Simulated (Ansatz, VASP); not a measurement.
# Ti3In3CuH: VASP beside Ansatz

```xyz
8
Lattice="3.8395 0.0000 0.0000 0.0000 3.8395 0.0000 0.0000 0.0000 10.6484" Properties=species:S:1:pos:R:3 pbc="T T T"
Ti    0.0000    0.0000    7.0199
Ti    1.9198    1.9198    0.0000
Ti    0.0000    0.0000    3.6285
In    1.9198    1.9198    7.8872
In    0.0000    0.0000    0.0000
In    1.9198    1.9198    2.7612
Cu    1.9198    1.9198    5.3242
H     0.0000    0.0000    5.3242
```

Change from the starting cell: species swapped into the LiNi3O3F type (P4/mmm, No. 123).

Alike in both runs: task single point; functional PBE; k mesh 4 × 4 × 2; occupations gaussian, width 0.1 eV; collinear spin.

|  | VASP | Ansatz |
| --- | --- | --- |
| version | VASP 6.6.1 | Ansatz 0.2.0 |
| potentials or method | VASP PAW PBE potentials, release 64 (Ti_sv, In_d, Cu, H), cutoff 520 eV | scalar-relativistic, plane waves, PAW |
| valence electrons in the cell | 87 | 95 |

Ansatz gave:

| Quantity | Value |
| --- | --- |
| gap on the k mesh at the Fermi level (eV) | none |
| pressure (GPa) | 0.1 |
| traceless stress, the component that is largest in VASP (GPa) | 0.51 |
| rms of the force components (eV/Å) | 0.021 |
| net moment per atom (μB) | 0.09 |
| size of the moment on the site where the two differ most (μB) | 0.09 |

Problem. What did VASP give for the same quantities?

Solution. gap on the k mesh at the Fermi level (eV): none; pressure (GPa): 0.1; traceless stress, the component that is largest in VASP (GPa): 0.55; rms of the force components (eV/Å): 0.022; net moment per atom (μB): 0.09; size of the moment on the site where the two differ most (μB): 0.15.

Site moments also hang on the region over which each program counts them. Atom by atom the forces differ by 0.008 eV/Å (rms over components). A gap of «none» marks a metal or a gap that the smearing closes. VASP's potentials hold 87 valence electrons a cell and Ansatz's 95, so a difference there can come from the potentials and not from the codes.

The k mesh is coarse, so the values compare programs but aren't converged.
